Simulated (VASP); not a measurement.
A run of VASP 6.6.1:

INCAR

```
SYSTEM = Bi
PREC = Accurate
ENCUT = 500
EDIFF = 1E-6
ISMEAR = 0
SIGMA = 0.1
LREAL = .False.
LASPH = .True.
NELM = 120
ALGO = Normal
ISIF = 2
LWAVE = .False.
LCHARG = .True.
GGA = PS
LELF = .True.
LVHAR = .True.
NBANDS = 14
GGA_COMPAT = .False.
```

Contents of KPOINTS:

```
regular mesh
0
Gamma
  16 16 16
  0 0 0
```

Contents of POSCAR:

```
Bi
1.0
   -1.7586591295      1.7586591295      1.7586591295
    1.7586591295     -1.7586591295      1.7586591295
    1.7586591295      1.7586591295     -1.7586591295
Bi
1
Direct
    0.0000000000      0.0000000000      0.0000000000
```

Potentials or basis: VASP PAW PBE potentials, release 64 (Bi_d).

Command:

```sh
$ cat potpaw_PBE.64/Bi_d/POTCAR > POTCAR
$ mpirun -np 1 vasp_std > vasp.out
```

Hardware: 1 thread of Intel(R) Xeon(R) Platinum 8259CL CPU @ 2.50GHz (Skylake/Cascade Lake) (shared host).

**Question.** Estimate the wall time of this run.

**Answer.** Run time: 24 s on 1 thread of Intel(R) Xeon(R) Platinum 8259CL CPU @ 2.50GHz (Skylake/Cascade Lake), on a shared host, peak memory 0.16 GiB. Counts: scf iterations 11, k points 145.
